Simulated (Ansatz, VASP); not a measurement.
## BN in VASP and in Ansatz

INCAR

```
SYSTEM = BN
PREC = Accurate ; ENCUT = 520
EDIFF = 1E-8 ; ISMEAR = -1
SIGMA = 0.02 ; LREAL = .False.
LASPH = .True. ; NELM = 80
ALGO = Normal ; ISIF = 2
LWAVE = .False. ; LCHARG = .False.
GGA = PS ; LEFG = .True.
NBANDS = 16
```

KPOINTS

```
regular mesh
0
Gamma
  11 11 4
  0 0 0
```

POSCAR

```
BN
1.0
    2.5039917043     -0.0250399170     -0.0250399170
   -1.2736810565      2.1810403853     -0.0091652458
   -0.0666120000     -0.0666120000      6.6612000000
B N
2 2
Direct
    0.3333333333      0.6666666667      0.2500000000
    0.6666666667      0.3333333333      0.7500000000
    0.3333333333      0.6666666667      0.7500000000
    0.6666666667      0.3333333333      0.2500000000
```

Input for Ansatz:

```yaml
crystal:
  lattice:
    - [2.5039917043, -0.025039917, -0.025039917]
    - [-1.2736810565, 2.1810403853, -0.0091652458]
    - [-0.066612, -0.066612, 6.6612]
  atoms:
    - { symbol: B, position: [0.3333333333, 0.6666666667, 0.25] }
    - { symbol: B, position: [0.6666666667, 0.3333333333, 0.75] }
    - { symbol: "N", position: [0.3333333333, 0.6666666667, 0.75] }
    - { symbol: "N", position: [0.6666666667, 0.3333333333, 0.25] }
kpoints:
  mp_grid: { grid: [11, 11, 4] }
scf:
  occupations: { method: fermi_dirac, width: 0.02 }
hamiltonian:
  xc: pbesol
  pseudopotentials: { kind: all_electron, datasets: crystal }
output:
  forces: true
  stress: true
  eigenvalues: true
  efg: { contact_densities: true }
```

Change from the starting cell: equal xy, yz and zx shear strains of -2 %, crystal datasets.

Alike in both runs: task electric field gradients; functional PBEsol; k mesh 11 × 11 × 4; occupations fermi-dirac, width 0.02 eV; no spin polarisation.

|  | VASP | Ansatz |
| --- | --- | --- |
| version | VASP 6.6.1 | Ansatz 0.2.0 |
| potentials or method | VASP PAW PBE potentials, release 64 (B, N), cutoff 520 eV | all-electron PAW with datasets made for the crystal, scalar-relativistic |

VASP gave:

- gap on the k mesh at the Fermi level (eV): 4.16
- pressure (GPa): 0.8
- traceless stress, the component that is largest in VASP (GPa): 7.43
- rms of the force components (eV/Å): 0.152
- size of Vzz on the site where it differs most (V/Å²): 34.6

Question: What did Ansatz give for the same quantities?

Answer: gap on the k mesh at the Fermi level (eV): 4.16; pressure (GPa): 0.5; traceless stress, the component that is largest in VASP (GPa): 7.40; rms of the force components (eV/Å): 0.150; size of Vzz on the site where it differs most (V/Å²): 28.6.

VASP's potentials were made for PBE, not for PBEsol. Atom by atom the forces differ by 0.002 eV/Å (rms over components). Ansatz ran all-electron here, and VASP with PAW potentials.
